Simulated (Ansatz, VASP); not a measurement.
**Bi in VASP and in Ansatz**

Contents of INCAR:

```
SYSTEM = Bi
ALGO     = Fast           ! electronic algorithm
EDIFF    = 1E-6           ! SCF threshold, eV
ENCUT    = 520            ! plane-wave cutoff, eV
GGA      = PS             ! functional
ISIF     = 2              ! what is computed and relaxed
ISMEAR   = 0              ! smearing method
IVDW     = 12             ! dispersion correction
LASPH    = .True.         ! aspherical terms in the spheres
LCHARG   = .False.        ! write CHGCAR
LREAL    = .False.        ! projectors in reciprocal space
LWAVE    = .False.        ! write WAVECAR
NBANDS   = 14             ! bands
NELM     = 60             ! most SCF steps
PREC     = Accurate       ! precision mode
SIGMA    = 0.15           ! smearing width, eV
```

KPOINTS

```
k-points
0
Gamma
  18 18 18
  0 0 0
```

POSCAR

```
Bi
1.0
   -1.8250860219      1.8250860219      1.9667126972
    1.8250860219     -1.8250860219      1.9667126972
    1.8250860219      1.8250860219     -1.9667126972
Bi
1
Direct
    0.0000000000      0.0000000000      0.0000000000
```

Input for Ansatz:

```yaml
crystal:
  lattice:
    - [-1.8250860219, 1.8250860219, 1.9667126972]
    - [1.8250860219, -1.8250860219, 1.9667126972]
    - [1.8250860219, 1.8250860219, -1.9667126972]
  atoms:
    - { symbol: Bi, position: [0.0, 0.0, 0.0] }
basis:
  ecutwfc: 420
kpoints:
  mp_grid: { grid: [18, 18, 18] }
hamiltonian:
  xc: pbesol
  pseudopotentials: { kind: paw }
  dispersion: d3bj
scf:
  occupations: { method: gaussian, width: 0.15 }
output:
  forces: true
  stress: true
  eigenvalues: true
```

Alike in both runs: task single point; functional PBEsol; dispersion D3(BJ); k mesh 18 × 18 × 18; occupations gaussian, width 0.15 eV; no spin polarisation.

```csv
,VASP,Ansatz
version,VASP 6.6.1,Ansatz 0.2.0
potentials or method,"VASP PAW PBE potentials, release 64 (Bi_d), cutoff 520 eV","scalar-relativistic, plane waves, PAW"
valence electrons in the cell,15,15
```

Ansatz gave:

```
gap on the k mesh at the Fermi level (eV)                     : none
pressure (GPa)                                                : 7.3
traceless stress, the component that is largest in VASP (GPa) : -1.07
```

Estimate VASP's values.

gap on the k mesh at the Fermi level (eV): none; pressure (GPa): 7.2; traceless stress, the component that is largest in VASP (GPa): -1.06.

VASP's potentials were made for PBE, not for PBEsol. A gap of «none» marks a metal or a gap that the smearing closes.

Spin-orbit coupling is off throughout.
